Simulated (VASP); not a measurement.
# ScIn2Se2 (P-6m2) in VASP: further runs

ScIn2Se2 is run at these levels: PBE; tasks: single point, relaxation of cell and atoms.

Everything below comes from runs of VASP 6.6.1. Logs are shortened: lines on timing, memory, paths and dates and some standing lists are left out, and cuts for length are marked.

## (1) The cell of the first run

Symmetry: P-6m2, No. 187, hexagonal system. The conventional cell has a = 3.733 Å, b = 3.733 Å, c = 11.260 Å, α = 90.00°, β = 90.00°, γ = 120.00°. Sc (site symmetry -6m2) has 6 Se at 2.73 Å and 6 Sc at 3.73 Å within 3.8 Å. Within 4.1 Å of In (site symmetry 3m) lie 7 In at 3.14 to 3.73 Å and 3 Se at 3.22 Å. Se (site symmetry 3m) has 3 Sc at 2.73 Å and 3 In at 3.22 Å and 7 Se at 3.34 to 3.73 Å within 3.8 Å.

## (2) Single point, PBE

INCAR reads:

```
PREC = Accurate ; ENCUT = 520
EDIFF = 1E-6 ; ISMEAR = 0
SIGMA = 0.2 ; LREAL = False
LASPH = True ; NELM = 100
ALGO = Normal ; ISIF = 2
LWAVE = False ; LCHARG = False
GGA = PE ; NBANDS = 32
```

KPOINTS reads:

```
regular mesh
0
Gamma
  5 5 2
```

POSCAR reads:

```
ScIn2Se2
1.0
    3.7332405742      0.0000000000      0.0000000000
   -1.8666202871      3.2330811757      0.0000000000
    0.0000000000      0.0000000000     11.2599930613
Sc In Se
1 2 2
Direct
    0.0000000000      0.0000000000      0.0000000000
    0.6666666667      0.3333333333      0.3604602045
    0.6666666667      0.3333333333      0.6395397955
    0.3333333333      0.6666666667      0.1484148116
    0.3333333333      0.6666666667      0.8515851884
```

Potentials or basis: VASP PAW PBE potentials, release 64 (Sc_sv, In_d, Se).

Command:

```console
$ cat potpaw_PBE.64/Sc_sv/POTCAR potpaw_PBE.64/In_d/POTCAR potpaw_PBE.64/Se/POTCAR > POTCAR
$ mpirun -np 1 vasp_std > vasp.out
```

OUTCAR:

```text
PREC = Accurate
   ENCUT = 520
   EDIFF = 1E-6
   ISMEAR = 0
   LREAL = False
   LASPH = True
   NELM = 100
   ISIF = 2
   GGA = PE

 ion  position               nearest neighbor table
   1  0.000  0.000  0.000-   4 2.73   5 2.73   4 2.73   5 2.73   4 2.73   5 2.73
   2  0.667  0.333  0.360-   3 3.14   4 3.22   4 3.22   4 3.22
   3  0.667  0.333  0.640-   2 3.14   5 3.22   5 3.22   5 3.22
   4  0.333  0.667  0.148-   1 2.73   1 2.73   1 2.73   2 3.22   2 3.22   2 3.22
   5  0.333  0.667  0.852-   1 2.73   1 2.73   1 2.73   3 3.22   3 3.22   3 3.22

  LATTYP: Found a hexagonal cell.
 ALAT       =     3.7332405742
 C/A-ratio  =     3.0161445097

  Lattice vectors:

 A1 = (   3.7332405742,   0.0000000000,   0.0000000000)
 A2 = (  -1.8666202871,   3.2330811757,   0.0000000000)
 A3 = (   0.0000000000,   0.0000000000,  11.2599930613)

Analysis of symmetry for initial positions (statically):
=====================================================================
 Subroutine PRICEL returns:
 Original cell was already a primitive cell.

 Routine SETGRP: Setting up the symmetry group for a
 hexagonal supercell.

 Subroutine GETGRP returns: Found 12 space group operations
 (whereof 12 operations were pure point group operations)
 out of a pool of 24 trial point group operations.

The static configuration has the point symmetry D_3h.

Analysis of symmetry for dynamics (positions and initial velocities):
=====================================================================
 Subroutine PRICEL returns:
 Original cell was already a primitive cell.

 Routine SETGRP: Setting up the symmetry group for a
 hexagonal supercell.

 Subroutine GETGRP returns: Found 12 space group operations
 (whereof 12 operations were pure point group operations)
 out of a pool of 24 trial point group operations.

The dynamic configuration has the point symmetry D_3h.

 Subroutine INISYM returns: Found 12 space group operations
 (whereof 12 operations are pure point group operations),
 and found     1 'primitive' translations

----------------------------------------------------------------------------------------

                                     Primitive cell

  volume of cell :     135.9067

  direct lattice vectors                    reciprocal lattice vectors
     3.733240574  0.000000000  0.000000000     0.267863798  0.154651236  0.000000000
    -1.866620287  3.233081176  0.000000000     0.000000000  0.309302472  0.000000000
[... 76 lines left out ...]
   EDIFF  = 0.1E-05   stopping-criterion for ELM
   LREAL  =      F    real-space projection
   EDIFFG = 0.1E-04   stopping-criterion for IOM
   NSW    =      0    number of steps for IOM
   IBRION =     -1    ionic relax: 0-MD 1-quasi-New 2-CG
   NFREE  =      0    steps in history (QN), initial steepest desc. (CG)
   ISIF   =      2    stress and relaxation
   ISYM   =      2    0-nonsym 1-usesym 2-fastsym
   POTIM  = 0.5000    time-step for ionic-motion
   TEBEG  =    0.0;   TEEND  =   0.0 temperature during run
   PSTRESS=    0.0 pullay stress
   NELECT =      49.0000    total number of electrons
   NUPDOWN=      -1.0000    fix difference up-down
   EMIN   =  10.00;   EMAX   =-10.00  energy-range for DOS
   EFERMI =   0.00;   METHOD = LEGACY
   ISMEAR =     0;   SIGMA  =   0.20  broadening in eV -4-tet -1-fermi 0-gaus
   EFERMI_NEDOS =   21; number of points for ismear=-14 and -15
   IALGO  =     38    algorithm
   IMIX   =      4    mixing-type and parameters
     AMIX     =   0.40;   BMIX     =  1.00
     AMIX_MAG =   1.60;   BMIX_MAG =  1.00
  volume/ion in A,a.u.               =      27.18       183.43
  Fermi-wavevector in a.u.,A,eV,Ry     =   1.165181  2.201872 18.471897  1.357646
  Thomas-Fermi vector in A             =   2.301710
   LORBIT       =      0    0 simple, 1 ext, 2 COOP (PROOUT), +10 PAW based schemes
   GGA     = PE    functional components
   LHFCALC =     F    Hartree Fock is set to
   AEXX    =    0.0000 exact exchange contribution
   IVDW    =     0    specifies the selected vdW correction
   LEPSILON=     F    determine dielectric tensor
   LRPA    =     F    only Hartree local field effects (RPA)
 non-spin polarized calculation
 Gauss-broadening in eV      SIGMA  =   0.20
  energy-cutoff  :      520.00
  volume of cell :      135.91
 maximum number of plane-waves:      3675
 NGX is ok and might be reduce to    28
   NGX = 13   NGY = 13   NGZ = 41

 number of electron      48.9999994 magnetization

 Free energy of the ion-electron system (eV)
  ---------------------------------------------------
  ext. energy  EPLUGINS =         0.00000000
  ---------------------------------------------------
  free energy    TOTEN  =       -22.41714488 eV

  energy without entropy =      -22.40537694  energy(sigma->0) =      -22.41126091

 E-fermi :   4.8657     XC(G=0):  -9.4189

 val. band max:        4.4982231306   @ k =   0.4000  -0.0000   0.5000
 cond. band min:       5.0467826570   @ k =   0.4000  -0.0000   0.0000
 fundamental gap:      0.5485595265
 Fermi energy:         4.8656520638

 k-point     1 :       0.0000    0.0000    0.0000
  band No.  band energies     occupation
      1     -45.2886      2.00000
      2     -23.9105      2.00000
      3     -23.9105      2.00000
      4     -23.8735      2.00000
      5     -10.0439      2.00000
      6      -9.8797      2.00000
[... 339 lines left out ...]
     31       7.4009      0.00000
     32       7.7537      0.00000

------------------------ aborting loop because EDIFF is reached ----------------------------------------

  FORCE on cell =-STRESS in cart. coord.  units (eV):
  Direction    XX          YY          ZZ          XY          YZ          ZX
  --------------------------------------------------------------------------------------
  -------------------------------------------------------------------------------------
  Total        0.0098959      0.0098959      0.1771302      0.0000000      0.0000000      0.0000000
  in kB        0.1166613      0.1166613      2.0881534      0.0000000      0.0000000      0.0000000
  external PRESSURE =       0.7738253 kB  Pullay stress =       0.0000000 kB

 VOLUME and BASIS-vectors are now :
 -----------------------------------------------------------------------------
  energy-cutoff  :      520.00
  volume of cell :      135.91
      direct lattice vectors                 reciprocal lattice vectors
     3.733240574  0.000000000  0.000000000     0.267863798  0.154651236  0.000000000
    -1.866620287  3.233081176  0.000000000     0.000000000  0.309302472  0.000000000
     0.000000000  0.000000000 11.259993061     0.000000000  0.000000000  0.088810001

 POSITION                                       TOTAL-FORCE (eV/Angst)
 -----------------------------------------------------------------------------------
      0.00000      0.00000      0.00000         0.000000     -0.000000      0.000000
      1.86662      1.07769      4.05878        -0.000000      0.000000     -0.034952
      1.86662      1.07769      7.20121        -0.000000      0.000000      0.034952
     -0.00000      2.15539      1.67115         0.000000     -0.000000      0.016819
     -0.00000      2.15539      9.58884         0.000000     -0.000000     -0.016819
 -----------------------------------------------------------------------------------
    total drift:                               -0.000000      0.000000      0.000000

  FREE ENERGIE OF THE ION-ELECTRON SYSTEM (eV)
  ---------------------------------------------------
  free  energy   TOTEN  =       -22.4171448753 eV

  energy  without entropy=      -22.4053769386  energy(sigma->0) =      -22.41126091
```

stdout:

```text
POSCAR found type information on POSCAR ScInSe
 POSCAR found :  3 types and       5 ions
 scaLAPACK will be used
 LDA part: xc-table for (Slater+PW92), standard interpolation
 POSCAR, INCAR and KPOINTS ok, starting setup
 FFT: planning ... GRIDC
 FFT: planning ... GRID_SOFT
 FFT: planning ... GRID
 WAVECAR not read
 entering main loop
```

It took 22 s on 1 thread of Intel Xeon 6975P-C (Granite Rapids), shared host; peak memory 0.25 GiB.

What came out:

* Free energy: -22.4171 eV
* Pressure: 0.1 GPa
* Largest force: 0.035 eV/Å
* Band gap on the k mesh: zero (an odd number of electrons rules out a gap without spin polarisation)

Forces on the atoms (eV/Å):
```
Sc   0.000  0.000  0.000
In   0.000  0.000 -0.035
In   0.000  0.000  0.035
Se   0.000  0.000  0.017
Se   0.000  0.000 -0.017
```

Caveat: the k points lie up to 0.39 Å⁻¹ apart, too coarse for converged energies and pressures of a metal; spin-orbit coupling is left out, which moves the levels of the heavy elements.

## (3) Relaxation of cell and atoms, PBE

This run uses another cell than the first one, of 24.00 Å³/atom.

INCAR reads:

```
SYSTEM = ScIn2Se2
  ALGO = Normal
  EDIFF = 1E-6
  EDIFFG = -0.08
  ENCUT = 600
  GGA = PE
  IBRION = 2
  ISIF = 3
  ISMEAR = 0
  LASPH = .True.
  LCHARG = .False.
  LREAL = .False.
  LWAVE = .False.
  NELM = 100
  NSW = 36
  PREC = Accurate
  SIGMA = 0.2
```

KPOINTS reads:

```
k-points
0
Gamma
  5 5 2
  0 0 0
```

POSCAR reads:

```
ScIn2Se2
1.0
    3.9500000000      0.0000000000      0.0000000000
   -1.9750000000      3.4208003400      0.0000000000
    0.0000000000      0.0000000000      8.8800000000
Sc In Se
1 2 2
Direct
    0.0000000000      0.0000000000      0.0000000000
    0.6666666700      0.3333333300      0.3420000000
    0.6666666700      0.3333333300      0.6580000000
    0.3333333300      0.6666666700      0.1800000000
    0.3333333300      0.6666666700      0.8200000000
```

Potentials or basis: VASP PAW PBE potentials, release 64 (Sc_sv, In_d, Se).

Command:

```console
$ cat potpaw_PBE.64/Sc_sv/POTCAR potpaw_PBE.64/In_d/POTCAR potpaw_PBE.64/Se/POTCAR > POTCAR
$ mpirun -np 1 vasp_std > vasp.out
```

OUTCAR:

```text
SYSTEM = ScIn2Se2
   EDIFF = 1E-6
   EDIFFG = -0.08
   ENCUT = 600
   GGA = PE
   IBRION = 2
   ISIF = 3
   ISMEAR = 0
   LASPH = .True.
   LREAL = .False.
   NELM = 100
   NSW = 36
   PREC = Accurate

 ion  position               nearest neighbor table
   1  0.000  0.000  0.000-   4 2.78   5 2.78   4 2.78   5 2.78   4 2.78   5 2.78
   2  0.667  0.333  0.342-   4 2.70   4 2.70   4 2.70   3 2.81
   3  0.667  0.333  0.658-   5 2.70   5 2.70   5 2.70   2 2.81
   4  0.333  0.667  0.180-   2 2.70   2 2.70   2 2.70   1 2.78   1 2.78   1 2.78
   5  0.333  0.667  0.820-   3 2.70   3 2.70   3 2.70   1 2.78   1 2.78   1 2.78

  LATTYP: Found a hexagonal cell.
 ALAT       =     3.9500000000
 C/A-ratio  =     2.2481012658

  Lattice vectors:

 A1 = (   3.9500000000,   0.0000000000,   0.0000000000)
 A2 = (  -1.9750000000,   3.4208003400,   0.0000000000)
 A3 = (   0.0000000000,   0.0000000000,   8.8800000000)

Analysis of symmetry for initial positions (statically):
=====================================================================
 Subroutine PRICEL returns:
 Original cell was already a primitive cell.

 Routine SETGRP: Setting up the symmetry group for a
 hexagonal supercell.

 Subroutine GETGRP returns: Found 12 space group operations
 (whereof 12 operations were pure point group operations)
 out of a pool of 24 trial point group operations.

The static configuration has the point symmetry D_3h.

Analysis of symmetry for dynamics (positions and initial velocities):
=====================================================================
 Subroutine PRICEL returns:
 Original cell was already a primitive cell.

 Routine SETGRP: Setting up the symmetry group for a
 hexagonal supercell.

 Subroutine GETGRP returns: Found 12 space group operations
 (whereof 12 operations were pure point group operations)
 out of a pool of 24 trial point group operations.

The dynamic configuration has the point symmetry D_3h.

 Subroutine INISYM returns: Found 12 space group operations
 (whereof 12 operations are pure point group operations),
[... 123 lines left out ...]
 maximum number of plane-waves:      4025
 NGX is ok and might be reduce to    32
   NGX = 15   NGY = 15   NGZ = 35

--------------------------------------- Ionic step        1  -------------------------------------------

 number of electron      48.9999998 magnetization

 Free energy of the ion-electron system (eV)
  ---------------------------------------------------
  ext. energy  EPLUGINS =         0.00000000
  ---------------------------------------------------
  free energy    TOTEN  =       -20.25886343 eV

  energy without entropy =      -20.16838512  energy(sigma->0) =      -20.21362428

------------------------ aborting loop because EDIFF is reached ----------------------------------------

  FORCE on cell =-STRESS in cart. coord.  units (eV):
  Direction    XX          YY          ZZ          XY          YZ          ZX
  --------------------------------------------------------------------------------------
  -------------------------------------------------------------------------------------
  Total        5.9007241      5.9007241     13.2197881     -0.0000000      0.0000000     -0.0000000
  in kB       78.7912711     78.7912709    176.5213701     -0.0000000      0.0000000     -0.0000000
  external PRESSURE =     111.3679707 kB  Pullay stress =       0.0000000 kB
[... 98 lines left out ...]
  FREE ENERGIE OF THE ION-ELECTRON SYSTEM (eV)
  ---------------------------------------------------
  free  energy   TOTEN  =       -21.3952374409 eV

  energy  without entropy=      -21.3130148289  energy(sigma->0) =      -21.35412613

 E-fermi :   4.7542     XC(G=0):  -9.3556

 val. band max:        4.3927427783   @ k =   0.4000   0.0000   0.5000
 cond. band min:       4.9378059357   @ k =   0.0000   0.0000   0.0000
 fundamental gap:      0.5450631574
 Fermi energy:         4.7541918702

 k-point     1 :       0.0000    0.0000    0.0000
  band No.  band energies     occupation
      1     -45.4049      2.00000
      2     -24.0268      2.00000
      3     -24.0268      2.00000
      4     -23.9880      2.00000
      5     -10.1541      2.00000
      6     -10.0136      2.00000
[... 309 lines left out ...]
     28       5.9001      0.00000
     29       6.6433      0.00000

[... ionic steps 4 to 13 ...]

--------------------------------------- Ionic step       14  -------------------------------------------

 number of electron      48.9999979 magnetization

------------------------ aborting loop because EDIFF is reached ----------------------------------------
[... 73 lines left out ...]
--------------------------------------- Ionic step       16  -------------------------------------------

 number of electron      48.9999981 magnetization

 Free energy of the ion-electron system (eV)
  ---------------------------------------------------
  ext. energy  EPLUGINS =         0.00000000
  ---------------------------------------------------
  free energy    TOTEN  =       -22.41230665 eV

  energy without entropy =      -22.40034103  energy(sigma->0) =      -22.40632384

 E-fermi :   4.8411     XC(G=0):  -9.4047

 val. band max:        4.4839144414   @ k =   0.4000   0.0000   0.5000
 cond. band min:       5.0240393310   @ k =   0.4000   0.0000   0.0000
 fundamental gap:      0.5401248896
 Fermi energy:         4.8410701169

 k-point     1 :       0.0000    0.0000    0.0000
  band No.  band energies     occupation
      1     -45.3177      2.00000
      2     -23.9399      2.00000
      3     -23.9399      2.00000
      4     -23.9029      2.00000
      5     -10.0622      2.00000
      6      -9.9051      2.00000
[... 341 lines left out ...]
  FREE ENERGIE OF THE ION-ELECTRON SYSTEM (eV)
  ---------------------------------------------------
  free  energy   TOTEN  =       -22.4123066525 eV

  energy  without entropy=      -22.4003410279  energy(sigma->0) =      -22.40632384

 reached required accuracy - stopping structural energy minimisation
```

OSZICAR:

```text
N       E                     dE             d eps       ncg     rms          rms(c)
DAV:   1     0.552687343172E+03    0.55269E+03   -0.23615E+04   580   0.211E+03
DAV:   2     0.535772518376E+02   -0.49911E+03   -0.49273E+03   580   0.578E+02
DAV:   3    -0.172258921780E+02   -0.70803E+02   -0.68599E+02   812   0.218E+02
[... 172 lines left out ...]
DAV:   3    -0.224128680337E+02    0.10787E-02   -0.15927E-03   885   0.432E-01    0.148E-01
DAV:   4    -0.224123187039E+02    0.54933E-03   -0.66092E-04   875   0.258E-01    0.421E-02
DAV:   5    -0.224123099493E+02    0.87546E-05   -0.18140E-04   751   0.997E-02    0.306E-02
DAV:   6    -0.224123068373E+02    0.31120E-05   -0.18040E-05   916   0.346E-02    0.185E-02
DAV:   7    -0.224123066525E+02    0.18482E-06   -0.20435E-06   503   0.114E-02
  16 F= -.22412307E+02 E0= -.22406324E+02  d E =-.120797E-02
```

It took 4.1 min on 1 thread of Intel Xeon 6975P-C (Granite Rapids), shared host; peak memory 0.29 GiB.

What came out:

- Free energy: -22.4123 eV
- Relaxed volume: 27.26 Å³/atom
- Relaxed cell: a = 3.735 Å, b = 3.735 Å, c = 11.285 Å, α = 90.00°, β = 90.00°, γ = 120.00°
- Space group after relaxing (to 0.1 Å): P-6m2 (No. 187)
- Energy gained by relaxing: 430.7 meV/atom
- Ionic steps: 16
- Pressure after relaxing: 0.0 GPa
- Largest force after relaxing: 0.020 eV/Å
- Band gap on the k mesh: zero (an odd number of electrons rules out a gap without spin polarisation)

Forces in eV/Å, atoms in the order of the input:
```
Sc   0.000  0.000  0.000
In   0.000  0.000 -0.012
In   0.000  0.000  0.012
Se   0.000  0.000  0.020
Se   0.000  0.000 -0.020
```

Step by step:
| step | energy change (eV) | largest force (eV/Å) | pressure (GPa) | volume (Å³) |
| --- | --- | --- | --- | --- |
| 1 | 0.0000 | 1.1989 | 11.14 | 119.99 |
| 2 | -1.1343 | 0.9858 | -1.90 | 151.14 |
| 3 | -1.1364 | 0.9909 | -1.56 | 149.66 |
| 4 | -1.4444 | 0.9469 | -1.73 | 147.69 |
| 5 | -2.0613 | 0.5416 | -1.01 | 140.11 |
| 6 | -2.0782 | 0.3445 | -0.26 | 137.58 |
| 7 | -2.0827 | 0.4262 | -0.59 | 138.59 |
| 8 | -2.1104 | 0.3267 | 1.15 | 134.89 |
| 9 | -2.1140 | 0.3302 | 0.69 | 135.80 |
| 10 | -2.1353 | 0.2015 | 0.02 | 138.08 |
| 11 | -2.1374 | 0.1732 | -0.22 | 139.05 |
| 12 | -2.1467 | 0.0961 | -0.29 | 138.37 |
| 13 | -2.1496 | 0.0320 | -0.35 | 137.79 |
| 14 | -2.1504 | 0.1219 | 0.51 | 134.94 |
| 15 | -2.1522 | 0.0803 | 0.12 | 136.23 |
| 16 | -2.1534 | 0.0196 | 0.01 | 136.32 |

Final structure:
```yaml
crystal:
  lattice:
    - [3.73473, 0.00000, 0.00000]
    - [-1.86736, 3.23437, 0.00000]
    - [0.00000, 0.00000, 11.28519]
  atoms:
    - { symbol: Sc, position: [0.00000, 0.00000, 0.00000] }
    - { symbol: In, position: [0.66667, 0.33333, 0.35989] }
    - { symbol: In, position: [0.66667, 0.33333, 0.64011] }
    - { symbol: Se, position: [0.33333, 0.66667, 0.14806] }
    - { symbol: Se, position: [0.33333, 0.66667, 0.85194] }
```

Caveat: the k points lie up to 0.39 Å⁻¹ apart in the final cell, too coarse for converged energies and pressures of a metal; a cell axis changed by over 15 % at a fixed basis, so the end point is rough; spin-orbit coupling is left out, which moves the levels of the heavy elements.

[end of part 1 of 2]
